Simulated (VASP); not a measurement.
# TiO2 (I4_1/amd) in VASP: further runs, part 2 of 3

VASP 6.6.1. The steps go on from the part before.

## (3) Single point, PBEsol

This run uses another cell than the first one, of 10.45 Å³/atom.

The input, INCAR:

```
PREC = Accurate
ENCUT = 520
EDIFF = 1E-6
ISMEAR = 0
SIGMA = 0.01
LREAL = False
LASPH = True
NELM = 60
ALGO = Normal
ISIF = 2
LWAVE = False
LCHARG = True
GGA = PS
LELF = True
LVHAR = True
NBANDS = 33
```

The input, KPOINTS:

```
Automatic mesh
0
Gamma
  8 8 8
```

The input, POSCAR:

```
TiO2
1.0
   -1.8402353181      1.8402353181      4.6268968230
    1.8402353181     -1.8402353181      4.6268968230
    1.8402353181      1.8402353181     -4.6268968230
Ti O
2 4
Direct
    0.0000000000      0.0000000000      0.0000000000
    0.7500000000      0.2500000000      0.5000000000
    0.2081000000      0.2081000000      0.0000000000
    0.9581000000      0.4581000000      0.5000000000
    0.5419000000      0.0419000000      0.5000000000
    0.7919000000      0.7919000000      0.0000000000
```

Potentials or basis: VASP PAW PBE potentials, release 64 (Ti_sv, O).

Started as:

```console
$ cat potpaw_PBE.64/Ti_sv/POTCAR potpaw_PBE.64/O/POTCAR > POTCAR
$ mpirun -np 1 vasp_std > vasp.out
```

OUTCAR:

```text
PREC = Accurate
   ENCUT = 520
   EDIFF = 1E-6
   ISMEAR = 0
   LREAL = False
   LASPH = True
   NELM = 60
   ISIF = 2
   GGA = PS

 ion  position               nearest neighbor table
   1  0.000  0.000  0.000-   5 1.88   4 1.88   5 1.88   4 1.88   3 1.93   6 1.93
   2  0.750  0.250  0.500-   6 1.88   3 1.88   6 1.88   3 1.88   4 1.93   5 1.93
   3  0.208  0.208  0.000-   2 1.88   2 1.88   1 1.93
   4  0.958  0.458  0.500-   1 1.88   1 1.88   2 1.93
   5  0.542  0.042  0.500-   1 1.88   1 1.88   2 1.93
   6  0.792  0.792  0.000-   2 1.88   2 1.88   1 1.93

  LATTYP: Found a body centered tetragonal cell.
 ALAT       =     3.6804706362
 C/A-ratio  =     2.5142962846

  Lattice vectors:

 A1 = (  -1.8402353181,   1.8402353181,   4.6268968230)
 A2 = (   1.8402353181,  -1.8402353181,   4.6268968230)
 A3 = (   1.8402353181,   1.8402353181,  -4.6268968230)

Analysis of symmetry for initial positions (statically):
=====================================================================
 Subroutine PRICEL returns:
 Original cell was already a primitive cell.

 Routine SETGRP: Setting up the symmetry group for a
 body centered tetragonal supercell.

 Subroutine GETGRP returns: Found 16 space group operations
 (whereof  8 operations were pure point group operations)
 out of a pool of 16 trial point group operations.

The static configuration has the point symmetry D_2d.
 The point group associated with its full space group is D_4h.

Analysis of symmetry for dynamics (positions and initial velocities):
=====================================================================
 Subroutine PRICEL returns:
 Original cell was already a primitive cell.

 Routine SETGRP: Setting up the symmetry group for a
 body centered tetragonal supercell.

 Subroutine GETGRP returns: Found 16 space group operations
 (whereof  8 operations were pure point group operations)
 out of a pool of 16 trial point group operations.

The dynamic configuration has the point symmetry D_2d.
 The point group associated with its full space group is D_4h.

 Subroutine INISYM returns: Found 16 space group operations
 (whereof  8 operations are pure point group operations),
 and found     1 'primitive' translations

----------------------------------------------------------------------------------------

                                     Primitive cell

  volume of cell :      62.6753

  direct lattice vectors                    reciprocal lattice vectors
    -1.840235318  1.840235318  4.626896823     0.000000000  0.271704382  0.108063789
     1.840235318 -1.840235318  4.626896823     0.271704382  0.000000000  0.108063789
     1.840235318  1.840235318 -4.626896823     0.271704382  0.271704382  0.000000000

  length of vectors
     5.308587973  5.308587973  5.308587973     0.292405632  0.292405632  0.384248022

  position of ions in fractional coordinates (direct lattice)
     0.000000000  0.000000000  0.000000000
     0.750000000  0.250000000  0.500000000
     0.208100000  0.208100000  0.000000000
     0.958100000  0.458100000  0.500000000
     0.541900000  0.041900000  0.500000000
     0.791900000  0.791900000  0.000000000

  ion indices of the primitive-cell ions
   primitive index   ion index
[... 35 lines left out ...]
  0.000000  0.000000  0.000000      1.000000
  0.125000  0.000000  0.000000      8.000000
  0.250000  0.000000  0.000000      8.000000
  0.375000 -0.000000  0.000000      8.000000
  0.500000  0.000000  0.000000      4.000000
  0.125000  0.125000  0.000000      8.000000
[... 16 lines left out ...]
  0.250000  0.125000  0.125000     16.000000
  0.375000  0.125000  0.125000      8.000000
 [... further k-points ...]
   k-points           NKPTS =     59   k-points in BZ     NKDIM =     59   number of bands    NBANDS=     33
   number of dos      NEDOS =    301   number of ions     NIONS =      6
   total plane-waves  NPLWV =  64000
   dimension x,y,z NGX =    40 NGY =   40 NGZ =   40
   dimension x,y,z NGXF=    80 NGYF=   80 NGZF=   80
   ions per type =               2   4
   NGX,Y,Z   is equivalent  to a cutoff of  12.53, 12.53, 12.53 a.u.
   NGXF,Y,Z  is equivalent  to a cutoff of  25.05, 25.05, 25.05 a.u.
 SYSTEM =  unknown system
   PREC   = accura    normal or accurate (medium, high low for compatibility)
   ISTART =      0    job   : 0-new  1-cont  2-samecut
   ICHARG =      2    charge: 1-file 2-atom 10-const
   ISPIN  =      1    spin polarized calculation?
   LNONCOLLINEAR =      F non collinear calculations
   LSORBIT =      F    spin-orbit coupling
   LASPH  =      T    aspherical Exc in radial PAW
   ENCUT  =  520.0 eV  38.22 Ry    6.18 a.u.   9.87  9.87  9.87*2*pi/ulx,y,z
   NELM   =     60;   NELMIN=  2; NELMDL= -5     # of ELM steps
   EDIFF  = 0.1E-05   stopping-criterion for ELM
   LREAL  =      F    real-space projection
   EDIFFG = 0.1E-04   stopping-criterion for IOM
   NSW    =      0    number of steps for IOM
   IBRION =     -1    ionic relax: 0-MD 1-quasi-New 2-CG
   NFREE  =      0    steps in history (QN), initial steepest desc. (CG)
   ISIF   =      2    stress and relaxation
   ISYM   =      2    0-nonsym 1-usesym 2-fastsym
   POTIM  = 0.5000    time-step for ionic-motion
   TEBEG  =    0.0;   TEEND  =   0.0 temperature during run
   PSTRESS=    0.0 pullay stress
   NELECT =      48.0000    total number of electrons
   NUPDOWN=      -1.0000    fix difference up-down
   EMIN   =  10.00;   EMAX   =-10.00  energy-range for DOS
   EFERMI =   0.00;   METHOD = LEGACY
   ISMEAR =     0;   SIGMA  =   0.01  broadening in eV -4-tet -1-fermi 0-gaus
   EFERMI_NEDOS =   21; number of points for ismear=-14 and -15
   IALGO  =     38    algorithm
   IMIX   =      4    mixing-type and parameters
     AMIX     =   0.40;   BMIX     =  1.00
     AMIX_MAG =   1.60;   BMIX_MAG =  1.00
  volume/ion in A,a.u.               =      10.45        70.49
  Fermi-wavevector in a.u.,A,eV,Ry     =   1.497809  2.830448 30.523738  2.243431
  Thomas-Fermi vector in A             =   2.609649
   LORBIT       =      0    0 simple, 1 ext, 2 COOP (PROOUT), +10 PAW based schemes
   GGA     = PS    functional components
   LHFCALC =     F    Hartree Fock is set to
   AEXX    =    0.0000 exact exchange contribution
   IVDW    =     0    specifies the selected vdW correction
   LEPSILON=     F    determine dielectric tensor
   LRPA    =     F    only Hartree local field effects (RPA)
 non-spin polarized calculation
 Gauss-broadening in eV      SIGMA  =   0.01
  energy-cutoff  :      520.00
  volume of cell :       62.68
 maximum number of plane-waves:      1706
   NGX = 19   NGY = 19   NGZ = 19

 number of electron      48.0000006 magnetization

 Free energy of the ion-electron system (eV)
  ---------------------------------------------------
  ext. energy  EPLUGINS =         0.00000000
  ---------------------------------------------------
  free energy    TOTEN  =       -55.87641910 eV

  energy without entropy =      -55.87641910  energy(sigma->0) =      -55.87641910

 E-fermi :   4.1810     XC(G=0): -11.4574

 val. band max:        4.0217269265   @ k =   0.5000   0.5000   0.0000
 cond. band min:       6.2872944822   @ k =   0.0000   0.0000   0.0000
 fundamental gap:      2.2655675558
 Fermi energy:         4.1809827877

 k-point     1 :       0.0000    0.0000    0.0000
  band No.  band energies     occupation
      1     -51.7332      2.00000
      2     -51.6405      2.00000
      3     -28.4721      2.00000
      4     -28.1334      2.00000
      5     -28.1334      2.00000
      6     -28.0316      2.00000
[... 853 lines left out ...]
     32      11.5335      0.00000
     33      12.1549      0.00000

 [... further k-points ...]

------------------------ aborting loop because EDIFF is reached ----------------------------------------

  FORCE on cell =-STRESS in cart. coord.  units (eV):
  Direction    XX          YY          ZZ          XY          YZ          ZX
  --------------------------------------------------------------------------------------
  -------------------------------------------------------------------------------------
  Total        8.0783266      8.0783266      9.0118770      0.0000000      0.0000000      0.0000000
  in kB      206.5073242    206.5073242    230.3717962      0.0000000      0.0000000      0.0000000
  external PRESSURE =     214.4621482 kB  Pullay stress =       0.0000000 kB

 VOLUME and BASIS-vectors are now :
 -----------------------------------------------------------------------------
  energy-cutoff  :      520.00
  volume of cell :       62.68
      direct lattice vectors                 reciprocal lattice vectors
    -1.840235318  1.840235318  4.626896823     0.000000000  0.271704382  0.108063789
     1.840235318 -1.840235318  4.626896823     0.271704382  0.000000000  0.108063789
     1.840235318  1.840235318 -4.626896823     0.271704382  0.271704382  0.000000000

 POSITION                                       TOTAL-FORCE (eV/Angst)
 -----------------------------------------------------------------------------------
      0.00000      0.00000      0.00000        -0.000000     -0.000000     -0.000000
     -0.00000      1.84024      2.31345        -0.000000     -0.000000     -0.000000
      0.00000      0.00000      1.92571         0.000000     -0.000000      0.569082
      0.00000      1.84024      4.23916        -0.000000      0.000000      0.569082
      0.00000      1.84024      0.38773        -0.000000      0.000000     -0.569082
      0.00000      0.00000      7.32808         0.000000     -0.000000     -0.569082
 -----------------------------------------------------------------------------------
    total drift:                                0.000000      0.000000     -0.000000

  FREE ENERGIE OF THE ION-ELECTRON SYSTEM (eV)
  ---------------------------------------------------
  free  energy   TOTEN  =       -55.8764190970 eV

  energy  without entropy=      -55.8764190970  energy(sigma->0) =      -55.87641910
```

OSZICAR:

```text
N       E                     dE             d eps       ncg     rms          rms(c)
DAV:   1     0.668186020151E+03    0.66819E+03   -0.24163E+04  3894   0.172E+03
DAV:   2     0.293285043733E+02   -0.63886E+03   -0.59223E+03  4294   0.516E+02
DAV:   3    -0.662330873597E+02   -0.95562E+02   -0.93800E+02  5308   0.193E+02
DAV:   4    -0.712468584498E+02   -0.50138E+01   -0.50026E+01  5813   0.420E+01
DAV:   5    -0.714159518912E+02   -0.16909E+00   -0.16908E+00  4905   0.633E+00    0.360E+01
DAV:   6    -0.556842226277E+02    0.15732E+02   -0.67753E+01  5462   0.904E+01    0.105E+01
DAV:   7    -0.559812916117E+02   -0.29707E+00   -0.12230E+01  5185   0.284E+01    0.110E+01
DAV:   8    -0.558454620381E+02    0.13583E+00   -0.78176E-01  5312   0.967E+00    0.390E+00
DAV:   9    -0.558881293098E+02   -0.42667E-01   -0.29416E-01  5675   0.370E+00    0.149E+00
DAV:  10    -0.558771113827E+02    0.11018E-01   -0.73268E-02  5131   0.281E+00    0.480E-01
DAV:  11    -0.558764939746E+02    0.61741E-03   -0.35984E-03  6097   0.574E-01    0.927E-02
DAV:  12    -0.558764273882E+02    0.66586E-04   -0.10601E-03  5066   0.382E-01    0.496E-02
DAV:  13    -0.558764197187E+02    0.76695E-05   -0.73793E-05  6009   0.815E-02    0.255E-02
DAV:  14    -0.558764200018E+02   -0.28311E-06   -0.21188E-05  4675   0.315E-02    0.767E-03
DAV:  15    -0.558764189486E+02    0.10532E-05   -0.52273E-06  4221   0.142E-02    0.163E-03
DAV:  16    -0.558764190970E+02   -0.14845E-06   -0.47754E-07  2519   0.702E-03
   1 F= -.55876419E+02 E0= -.55876419E+02  d E =-.313270-114
```

stdout:

```text
POSCAR found type information on POSCAR TiO
 POSCAR found :  2 types and       6 ions
 scaLAPACK will be used
 -----------------------------------------------------------------------------
|                                                                             |
|                                                                             |
|     You enforced a specific xc type in the INCAR file but a different       |
|     I HOPE YOU KNOW WHAT YOU ARE DOING!                                     |
|                                                                             |
 -----------------------------------------------------------------------------

 LDA part: xc-table for (Slater+PW92), standard interpolation
 POSCAR, INCAR and KPOINTS ok, starting setup
 FFT: planning ... GRIDC
 FFT: planning ... GRID_SOFT
 FFT: planning ... GRID
 WAVECAR not read
 entering main loop
```

It took 7.6 min on 1 thread of Intel Xeon 8259CL, shared host; peak memory 0.26 GiB.

What came out:

```
Free energy            : -55.8764 eV
Pressure               : 21.4 GPa
Largest force          : 0.569 eV/Å
Band gap on the k mesh : 2.27 eV (least direct gap 2.56 eV)
```

Forces in eV/Å, atoms in the order of the input:
```
Ti   0.000  0.000  0.000
Ti   0.000  0.000  0.000
O    0.000  0.000  0.569
O    0.000  0.000  0.569
O    0.000  0.000 -0.569
O    0.000  0.000 -0.569
```

Stress tensor (GPa, compression positive):
```
20.65  0.00  0.00
 0.00 20.65  0.00
 0.00  0.00 23.04
```

Levels at points of the mesh, in eV from the valence-band top:
```csv
k point,band 20,band 21,band 22,band 23,band 24,band 25,band 26,band 27,band 28,band 29
"(0.00, 0.00, 0.00)",-0.73,-0.64,-0.64,-0.52,-0.52,2.27,3.17,4.50,4.50,4.50
"(0.50, 0.00, 0.00)",-2.14,-2.10,-1.08,-0.67,-0.60,3.60,3.98,4.00,4.14,4.82
"(0.50, 0.50, 0.00)",-2.85,-2.21,-2.21,0.00,0.00,3.76,3.76,4.31,4.31,5.52
"(0.50, 0.50, 0.50)",-1.37,-1.24,-1.24,-0.03,-0.03,2.70,2.70,4.25,4.25,4.75
```

Caveat: the cell stands under pressure; the PAW data sets were made with another functional, which shifts forces and pressure a little. A k mesh can miss the band edges.

[end of part 2 of 3]
